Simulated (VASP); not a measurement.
# Ta2N (P1) in VASP: single point with PBEsol

Aim: the single point of Ta2N with PBEsol.

Everything below comes from runs of VASP 6.6.1. Logs are shortened: lines on timing, memory, paths and dates and some standing lists are left out, and cuts for length are marked.

### 1 The cell of the first run

The typed cell holds 3 atoms: a = 3.079 Å, b = 3.079 Å, c = 4.823 Å, α = 90.00°, β = 90.00°, γ = 120.00°.

### 2 Single point, PBEsol (atoms moved at random)

The input, INCAR:

```
SYSTEM = Ta2N
  PREC = Accurate
  ENCUT = 520
  EDIFF = 1E-6
  ISMEAR = 0
  SIGMA = 0.15
  LREAL = .False.
  LASPH = .True.
  NELM = 80
  ALGO = Normal
  ISIF = 2
  LWAVE = .False.
  LCHARG = .True.
  GGA = PS
  LELF = .True.
  LVHAR = .True.
  NBANDS = 20
```

The input, KPOINTS:

```
regular mesh
0
Gamma
  12 12 8
  0 0 0
```

The input, POSCAR:

```
Ta2N
1.0
    3.0786153860      0.0000000000      0.0000000000
   -1.5393076930      2.6661591328      0.0000000000
    0.0000000000      0.0000000000      4.8232571822
Ta N
2 1
Direct
    0.6941534865      0.3576735982      0.7234816914
    0.3374176673      0.6437049371      0.2995809507
   -0.0315711539     -0.0013785353     -0.0230626421
```

Potentials or basis: VASP PAW PBE potentials, release 64 (Ta_pv, N).

Started as:

```
$ cat potpaw_PBE.64/Ta_pv/POTCAR potpaw_PBE.64/N/POTCAR > POTCAR
$ mpirun -np 1 vasp_std > vasp.out
```

OUTCAR:

```text
SYSTEM = Ta2N
   PREC = Accurate
   ENCUT = 520
   EDIFF = 1E-6
   ISMEAR = 0
   LREAL = .False.
   LASPH = .True.
   NELM = 80
   ISIF = 2
   GGA = PS

 ion  position               nearest neighbor table
   1  0.694  0.358  0.723-   3 2.09   3 2.11   3 2.29   2 2.67   2 2.67   2 2.79   2 3.27   2 3.27
                             2 3.37
   2  0.337  0.644  0.300-   3 2.29   3 2.32   3 2.48   1 2.67   1 2.67   1 2.79   1 3.27   1 3.27
                             1 3.37
   3  0.968  0.999  0.977-   1 2.09   1 2.11   1 2.29   2 2.29   2 2.32   2 2.48

  LATTYP: Found a hexagonal cell.
 ALAT       =     3.0786153860
 C/A-ratio  =     1.5666969002

  Lattice vectors:

 A1 = (   3.0786153860,   0.0000000000,   0.0000000000)
 A2 = (  -1.5393076930,   2.6661591328,   0.0000000000)
 A3 = (   0.0000000000,   0.0000000000,   4.8232571822)

Analysis of symmetry for initial positions (statically):
=====================================================================
 Subroutine PRICEL returns:
 Original cell was already a primitive cell.

 Routine SETGRP: Setting up the symmetry group for a
 hexagonal supercell.

 Subroutine GETGRP returns: Found  1 space group operations
 (whereof  1 operations were pure point group operations)
 out of a pool of 24 trial point group operations.

The static configuration has the point symmetry C_1 .

Analysis of symmetry for dynamics (positions and initial velocities):
=====================================================================
 Subroutine PRICEL returns:
 Original cell was already a primitive cell.

 Routine SETGRP: Setting up the symmetry group for a
 hexagonal supercell.

 Subroutine GETGRP returns: Found  1 space group operations
 (whereof  1 operations were pure point group operations)
 out of a pool of 24 trial point group operations.

The dynamic configuration has the point symmetry C_1 .

 Subroutine INISYM returns: Found  1 space group operations
 (whereof  1 operations are pure point group operations),
 and found     1 'primitive' translations

----------------------------------------------------------------------------------------

                                     Primitive cell

  volume of cell :      39.5897

  direct lattice vectors                    reciprocal lattice vectors
     3.078615386  0.000000000  0.000000000     0.324821348  0.187535693  0.000000000
    -1.539307693  2.666159133  0.000000000     0.000000000  0.375071386  0.000000000
     0.000000000  0.000000000  4.823257182     0.000000000  0.000000000  0.207328774

  length of vectors
     3.078615386  3.078615386  4.823257182     0.375071386  0.375071386  0.207328774

  position of ions in fractional coordinates (direct lattice)
     0.694153486  0.357673598  0.723481691
     0.337417667  0.643704937  0.299580951
     0.968428846  0.998621465  0.976937358

  ion indices of the primitive-cell ions
   primitive index   ion index
                 1           1
                 2           2
                 3           3

----------------------------------------------------------------------------------------

 KPOINTS: regular mesh

Automatic generation of k-mesh.
 Grid dimensions read from file:
 generate k-points for:   12   12    8

 Generating k-lattice:

  Cartesian coordinates                     Fractional coordinates (reciprocal lattice)
     0.027068446  0.015627974  0.000000000     0.083333333  0.000000000  0.000000000
     0.000000000  0.031255949  0.000000000     0.000000000  0.083333333  0.000000000
     0.000000000  0.000000000  0.025916097     0.000000000  0.000000000  0.125000000

  Length of vectors
     0.031255949  0.031255949  0.025916097

  Shift w.r.t. Gamma in fractional coordinates (k-lattice)
     0.000000000  0.000000000  0.000000000

 Subroutine IBZKPT returns following result:
 ===========================================

 Found    580 irreducible k-points:

 Following reciprocal coordinates:
            Coordinates               Weight
  0.000000  0.000000  0.000000      1.000000
  0.083333 -0.000000  0.000000      2.000000
  0.000000  0.083333  0.000000      2.000000
 -0.083333  0.083333  0.000000      2.000000
  0.166667 -0.000000  0.000000      2.000000
  0.000000  0.166667  0.000000      2.000000
[... 16 lines left out ...]
  0.166667  0.083333  0.000000      2.000000
 -0.083333  0.250000  0.000000      2.000000
 [... further k-points ...]
   k-points           NKPTS =    580   k-points in BZ     NKDIM =    580   number of bands    NBANDS=     20
   number of dos      NEDOS =    301   number of ions     NIONS =      3
   total plane-waves  NPLWV =  20736
   dimension x,y,z NGX =    24 NGY =   24 NGZ =   36
   dimension x,y,z NGXF=    48 NGYF=   48 NGZF=   72
   ions per type =               2   1
   NGX,Y,Z   is equivalent  to a cutoff of  12.96, 12.96, 12.41 a.u.
   NGXF,Y,Z  is equivalent  to a cutoff of  25.92, 25.92, 24.82 a.u.
 SYSTEM =  Ta2N
   PREC   = accura    normal or accurate (medium, high low for compatibility)
   ISTART =      0    job   : 0-new  1-cont  2-samecut
   ICHARG =      2    charge: 1-file 2-atom 10-const
   ISPIN  =      1    spin polarized calculation?
   LNONCOLLINEAR =      F non collinear calculations
   LSORBIT =      F    spin-orbit coupling
   LASPH  =      T    aspherical Exc in radial PAW
   ENCUT  =  520.0 eV  38.22 Ry    6.18 a.u.   5.72  5.72  8.97*2*pi/ulx,y,z
   NELM   =     80;   NELMIN=  2; NELMDL= -5     # of ELM steps
   EDIFF  = 0.1E-05   stopping-criterion for ELM
   LREAL  =      F    real-space projection
   EDIFFG = 0.1E-04   stopping-criterion for IOM
   NSW    =      0    number of steps for IOM
   IBRION =     -1    ionic relax: 0-MD 1-quasi-New 2-CG
   NFREE  =      0    steps in history (QN), initial steepest desc. (CG)
   ISIF   =      2    stress and relaxation
   ISYM   =      2    0-nonsym 1-usesym 2-fastsym
   POTIM  = 0.5000    time-step for ionic-motion
   TEBEG  =    0.0;   TEEND  =   0.0 temperature during run
   PSTRESS=    0.0 pullay stress
   NELECT =      27.0000    total number of electrons
   NUPDOWN=      -1.0000    fix difference up-down
   EMIN   =  10.00;   EMAX   =-10.00  energy-range for DOS
   EFERMI =   0.00;   METHOD = LEGACY
   ISMEAR =     0;   SIGMA  =   0.15  broadening in eV -4-tet -1-fermi 0-gaus
   EFERMI_NEDOS =   21; number of points for ismear=-14 and -15
   IALGO  =     38    algorithm
   IMIX   =      4    mixing-type and parameters
     AMIX     =   0.40;   BMIX     =  1.00
     AMIX_MAG =   1.60;   BMIX_MAG =  1.00
  volume/ion in A,a.u.               =      13.20        89.05
  Fermi-wavevector in a.u.,A,eV,Ry     =   1.441016  2.723125 28.252863  2.076527
  Thomas-Fermi vector in A             =   2.559695
   LORBIT       =      0    0 simple, 1 ext, 2 COOP (PROOUT), +10 PAW based schemes
   GGA     = PS    functional components
   LHFCALC =     F    Hartree Fock is set to
   AEXX    =    0.0000 exact exchange contribution
   IVDW    =     0    specifies the selected vdW correction
   LEPSILON=     F    determine dielectric tensor
   LRPA    =     F    only Hartree local field effects (RPA)
 non-spin polarized calculation
 Gauss-broadening in eV      SIGMA  =   0.15
  energy-cutoff  :      520.00
  volume of cell :       39.59
 maximum number of plane-waves:      1086
   NGX = 11   NGY = 11   NGZ = 17

 number of electron      27.0000002 magnetization

 Free energy of the ion-electron system (eV)
  ---------------------------------------------------
  ext. energy  EPLUGINS =         0.00000000
  ---------------------------------------------------
  free energy    TOTEN  =       -35.48328756 eV

  energy without entropy =      -35.46753438  energy(sigma->0) =      -35.47541097

 E-fermi :   7.4892     XC(G=0): -13.1380

 val. band max:        7.4876993553   @ k =   0.3333   0.1667   0.3750
 cond. band min:       7.4897083198   @ k =  -0.0833   0.0833   0.2500
 fundamental gap:      0.0020089645
 Fermi energy:         7.4892052824

 k-point     1 :       0.0000    0.0000    0.0000
  band No.  band energies     occupation
      1     -28.0940      2.00000
      2     -27.2420      2.00000
      3     -27.1536      2.00000
      4     -26.9839      2.00000
      5     -26.9030      2.00000
      6     -26.8132      2.00000
[... 12 lines left out ...]
     19       9.2063      0.00000
     20      13.1844      0.00000

 k-point     2 :       0.0833   -0.0000    0.0000
  band No.  band energies     occupation
      1     -28.0725      2.00000
      2     -27.2915      2.00000
      3     -27.1812      2.00000
      4     -27.0003      2.00000
      5     -26.9330      2.00000
      6     -26.8084      2.00000
[... 12 lines left out ...]
     19       9.5980      0.00000
     20      12.8739      0.00000

 k-point     3 :       0.0000    0.0833    0.0000
  band No.  band energies     occupation
      1     -28.0746      2.00000
      2     -27.2579      2.00000
      3     -27.2164      2.00000
      4     -27.0204      2.00000
      5     -26.9079      2.00000
      6     -26.8103      2.00000
[... 12 lines left out ...]
     19       9.6249      0.00000
     20      13.0109      0.00000

 k-point     4 :      -0.0833    0.0833    0.0000
  band No.  band energies     occupation
      1     -28.0721      2.00000
      2     -27.2949      2.00000
      3     -27.1798      2.00000
      4     -27.0039      2.00000
      5     -26.9294      2.00000
      6     -26.8080      2.00000
[... 12 lines left out ...]
     19       9.6996      0.00000
     20      12.9029      0.00000

 k-point     5 :       0.1667   -0.0000    0.0000
  band No.  band energies     occupation
      1     -28.0137      2.00000
      2     -27.4271      2.00000
      3     -27.2374      2.00000
      4     -27.0923      2.00000
      5     -26.9638      2.00000
      6     -26.8140      2.00000
[... 12 lines left out ...]
     19      10.4381      0.00000
     20      12.3031      0.00000

 k-point     6 :       0.0000    0.1667    0.0000
  band No.  band energies     occupation
      1     -28.0220      2.00000
      2     -27.3730      2.00000
      3     -27.2962      2.00000
      4     -27.1234      2.00000
      5     -26.9224      2.00000
      6     -26.8139      2.00000
[... 12 lines left out ...]
     19      10.5139      0.00000
     20      12.5508      0.00000

 k-point     7 :      -0.1667    0.1667    0.0000
  band No.  band energies     occupation
      1     -28.0124      2.00000
      2     -27.4359      2.00000
      3     -27.2349      2.00000
      4     -27.0999      2.00000
      5     -26.9581      2.00000
      6     -26.8121      2.00000
[... 12 lines left out ...]
     19      10.5221      0.00000
     20      12.4124      0.00000
[... 277 lines left out ...]
 k-point    20 :       0.0833    0.0833    0.0000
  band No.  band energies     occupation
      1     -28.0366      2.00000
      2     -27.3407      2.00000
      3     -27.2723      2.00000
      4     -27.0706      2.00000
      5     -26.9353      2.00000
      6     -26.8109      2.00000
[... 12 lines left out ...]
     19       9.9892      0.00000
     20      12.5881      0.00000

 k-point    21 :      -0.0833    0.1667    0.0000
  band No.  band energies     occupation
      1     -28.0357      2.00000
      2     -27.3535      2.00000
      3     -27.2641      2.00000
      4     -27.0771      2.00000
      5     -26.9295      2.00000
      6     -26.8101      2.00000
[... 12 lines left out ...]
     19      10.3499      0.00000
     20      12.6353      0.00000

 k-point    22 :      -0.1667    0.0833    0.0000
  band No.  band energies     occupation
      1     -28.0298      2.00000
      2     -27.3957      2.00000
      3     -27.2201      2.00000
      4     -27.0140      2.00000
      5     -27.0002      2.00000
      6     -26.8082      2.00000
[... 12 lines left out ...]
     19      10.2876      0.00000
     20      12.4221      0.00000

 k-point    23 :       0.1667    0.0833    0.0000
  band No.  band energies     occupation
      1     -27.9692      2.00000
      2     -27.4994      2.00000
      3     -27.3483      2.00000
      4     -27.1473      2.00000
      5     -26.9755      2.00000
      6     -26.8309      2.00000
[... 12 lines left out ...]
     19      10.9856      0.00000
     20      12.2254      0.00000

 k-point    24 :      -0.0833    0.2500    0.0000
  band No.  band energies     occupation
      1     -27.9746      2.00000
      2     -27.4815      2.00000
      3     -27.3744      2.00000
      4     -27.1687      2.00000
      5     -26.9515      2.00000
      6     -26.8265      2.00000
[... 12 lines left out ...]
     19      11.2179      0.00000
     20      12.4092      0.00000

 [... further k-points ...]

------------------------ aborting loop because EDIFF is reached ----------------------------------------

  FORCE on cell =-STRESS in cart. coord.  units (eV):
  Direction    XX          YY          ZZ          XY          YZ          ZX
  --------------------------------------------------------------------------------------
  -------------------------------------------------------------------------------------
  Total        1.2660298      0.4781516      2.8506899     -0.5821081      0.0175138      0.4824969
  in kB       51.2356896     19.3505931    115.3662122    -23.5576678      0.7087774     19.5264466
  external PRESSURE =      61.9841649 kB  Pullay stress =       0.0000000 kB

 VOLUME and BASIS-vectors are now :
 -----------------------------------------------------------------------------
  energy-cutoff  :      520.00
  volume of cell :       39.59
      direct lattice vectors                 reciprocal lattice vectors
     3.078615386  0.000000000  0.000000000     0.324821348  0.187535693  0.000000000
    -1.539307693  2.666159133  0.000000000     0.000000000  0.375071386  0.000000000
     0.000000000  0.000000000  4.823257182     0.000000000  0.000000000  0.207328774

 POSITION                                       TOTAL-FORCE (eV/Angst)
 -----------------------------------------------------------------------------------
      1.58646      0.95361      3.48954        -0.695445     -0.221334      3.273614
      0.04792      1.71622      1.44496        -0.344620      0.061926     -5.380985
      1.44423      2.66248      4.71202         1.040065      0.159409      2.107371
 -----------------------------------------------------------------------------------
    total drift:                               -0.000102     -0.000036      0.000024

  FREE ENERGIE OF THE ION-ELECTRON SYSTEM (eV)
  ---------------------------------------------------
  free  energy   TOTEN  =       -35.4832875590 eV

  energy  without entropy=      -35.4675343834  energy(sigma->0) =      -35.47541097
```

Wall time 4 min (1 thread of Intel Xeon Platinum 8259CL at 2.50GHz (Skylake/Cascade Lake), shared host); peak memory 0.49 GiB.

What came out:

```yaml
Free_energy: -35.4833 eV
Pressure: 6.2 GPa
Largest_force: 5.392 eV/Å
Band_gap_on_the_k_mesh: zero (an odd number of electrons rules out a gap without spin polarisation)
```

Forces on the atoms (eV/Å):
```
Ta  -0.695 -0.221  3.274
Ta  -0.345  0.062 -5.381
N    1.040  0.159  2.107
```

Caveat: the cell differs from its parent crystal (atoms moved at random); the stress differs along the axes, from 2 to 12 GPa; the PAW data sets were made with another functional, which shifts forces and pressure a little; spin-orbit coupling is left out, which moves the levels of the heavy elements.
